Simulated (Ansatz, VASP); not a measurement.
**Two plane-wave programs on Sn**

```
Sn
1.0
     7.37724    0.00000    0.00000
    -3.68862    6.38887    0.00000
     0.00000    0.00000    4.58012
Sn
6
Cartesian
  2.2849 3.9575 0.7634
  2.8075 0.0000 2.2901
  -1.4038 2.4314 3.8168
  -2.2849 3.9575 1.5267
  1.4038 2.4314 3.0534
  4.5697 0.0000 0.0000
```

Alike in both runs: functional PBE; k mesh 6 × 6 × 8; occupations gaussian, width 0.1 eV; no spin polarisation.

Ansatz relaxed the structure, and its values are those at the end. VASP's run is a single point on that final structure, the one shown.

|  | VASP | Ansatz |
| --- | --- | --- |
| version | VASP 6.6.1 | Ansatz 0.2.0 |
| potentials or method | VASP PAW PBE potentials, release 64 (Sn_d), cutoff 520 eV | scalar-relativistic, plane waves, PAW |
| valence electrons in the cell | 84 | 84 |

|  | VASP | Ansatz | Ansatz less VASP |
| --- | --- | --- | --- |
| gap on the k mesh at the Fermi level (eV) | none | none | - |
| pressure (GPa) | 0.0 | 0.0 | +0.05 |

A gap of «none» marks a metal or a gap that the smearing closes.
